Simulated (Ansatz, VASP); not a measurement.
## Ni: VASP beside Ansatz

The input INCAR:

```
SYSTEM = Ni
ALGO = Normal ; EDIFF = 1E-7
ENCUT = 520 ; GGA = PE
ISIF = 2 ; ISMEAR = -1
ISPIN = 2 ; LASPH = .True.
LCHARG = .True. ; LELF = .True.
LMAXMIX = 4 ; LORBIT = 11
LREAL = .False. ; LVHAR = .True.
LWAVE = .False. ; MAGMOM = 0.582 0.582
NBANDS = 21 ; NELM = 150
PREC = Accurate ; SIGMA = 0.05
```

The input KPOINTS:

```
k-points
0
Gamma
  13 13 13
  0 0 0
```

Contents of POSCAR:

```
Ni
1.0
    2.8651724229      0.0000000000      0.0000000000
    0.0000000000      2.8651724229      0.0000000000
    0.0000000000      0.0000000000      2.8651724229
Ni
2
Direct
    0.0000000000      0.0000000000      0.0000000000
    0.5000000000      0.5000000000      0.5000000000
```

Input for Ansatz:

```yaml
crystal:
  lattice:
    - [2.8651724229, 0.0, 0.0]
    - [0.0, 2.8651724229, 0.0]
    - [0.0, 0.0, 2.8651724229]
  atoms:
    - { symbol: Ni, position: [0.0, 0.0, 0.0], spin: 0.582 }
    - { symbol: Ni, position: [0.5, 0.5, 0.5], spin: 0.582 }
hamiltonian:
  xc: pbe
  pseudopotentials:
    kind: paw
    azcp:
      Ni: "pseudopotentials/Ni.paw.azcp"
basis:
  ecutwfc: 420
  fft_grid_basis: typed
kpoints:
  mp_grid: { grid: [13, 13, 13], shift: [0, 0, 0] }
magnetization:
  spin_polarized: true
scf:
  occupations: { method: fermi_dirac, width: 0.05 }
  lower_state_search: "off"
output:
  stress: true
```

Alike in both runs: task single point; functional PBE; k mesh 13 × 13 × 13; occupations fermi-dirac, width 0.05 eV; collinear spin.

|  | VASP | Ansatz |
| --- | --- | --- |
| version | VASP 6.6.1 | Ansatz 0.2.0 |
| potentials or method | VASP PAW PBE potentials, release 64 (Ni), cutoff 520 eV | plane waves (420 eV) with PAW, scalar-relativistic |
| valence electrons in the cell | 20 | 36 |

Ansatz gave:

| Property | Result |
| --- | --- |
| pressure (GPa) | -11.0 |
| net moment per atom (μB) | 0.60 |
| size of the moment on the site where the two differ most (μB) | 0.64 |

Question: What did VASP give for the same quantities?

Answer: Pressure (GPa): -10.9; net moment per atom (μB): 0.59; size of the moment on the site where the two differ most (μB): 0.60.

Site moments also hang on the region over which each program counts them. The functional is the same, so the differences come from potentials, cutoffs and numerics. VASP's potentials hold 20 valence electrons a cell and Ansatz's 36, so a difference there can come from the potentials and not from the codes.
